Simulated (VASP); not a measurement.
Set up this calculation in VASP 6.6.1, as the native input.

```yaml
Task: single point
Functional: r2SCAN
Potentials_or_basis: VASP PAW PBE potentials, release 64 (Os, C)
Cutoff: 520 eV
k_mesh: 6 × 6 × 6
Occupations: gaussian, width 0.1 eV
Spin: no spin polarisation
Dipole_correction: no
Further_INCAR_settings: ALGO = Normal; EDIFF = 1e-06; NBANDS = 17
```

Os2C:

```
CELL_PARAMETERS angstrom
4.14702 0.00000 0.00000
-2.07351 3.59142 0.00000
0.00000 0.00000 2.67689
ATOMIC_POSITIONS crystal
Os 0.33333 0.66667 0.50000
Os 0.66667 0.33333 0.50000
C 0.00000 0.00000 0.00000
```

The input as run:

POSCAR

```
Os2C
1.0
    4.1470150175      0.0000000000      0.0000000000
   -2.0735075087      3.5914203550      0.0000000000
    0.0000000000      0.0000000000      2.6768943679
Os C
2 1
Direct
    0.3333333333      0.6666666667      0.5000000000
    0.6666666667      0.3333333333      0.5000000000
    0.0000000000      0.0000000000      0.0000000000
```

INCAR.step1

```
SYSTEM = Os2C
PREC = Accurate
ENCUT = 520
ISMEAR = 0
SIGMA = 0.1
LREAL = .FALSE.
LASPH = .TRUE.
NELM = 100
NBANDS = 17
GGA = PE
ALGO = Normal
EDIFF = 1E-4
LWAVE = .TRUE.
LCHARG = .FALSE.
```

INCAR.step2

```
SYSTEM = Os2C
PREC = Accurate
ENCUT = 520
EDIFF = 1E-6
ISMEAR = 0
SIGMA = 0.1
LREAL = .FALSE.
LASPH = .TRUE.
NELM = 100
ALGO = Normal
ISIF = 2
LWAVE = .FALSE.
LCHARG = .TRUE.
METAGGA = R2SCAN
LMIXTAU = .TRUE.
LELF = .TRUE.
LVHAR = .TRUE.
NBANDS = 17
ISTART = 1
```

KPOINTS

```
regular mesh
0
G
  6 6 6
  0 0 0
```

Potentials or basis: VASP PAW PBE potentials, release 64 (Os, C).

Command:

```bash
$ cat potpaw_PBE.64/Os/POTCAR potpaw_PBE.64/C/POTCAR > POTCAR
$ cp INCAR.step1 INCAR
$ mpirun -np 1 vasp_std > vasp.out
$ cp INCAR.step2 INCAR
$ mpirun -np 1 vasp_std > vasp.out
```

Results of the run:

- Pressure: 0.3 GPa
- Band gap on the k mesh: zero (bands 10 and 11 overlap by 1.69 eV)

Caveat: the k points lie up to 0.39 Å⁻¹ apart, too coarse for converged energies and pressures of a metal; the PAW data sets were made with another functional, which shifts forces and pressure a little; spin-orbit coupling is left out, which moves the levels of the heavy elements.

Run time: 38 s on 1 thread of AMD EPYC 9R45 96-Core Processor (Zen 5) (shared host), peak memory 0.14 GiB.
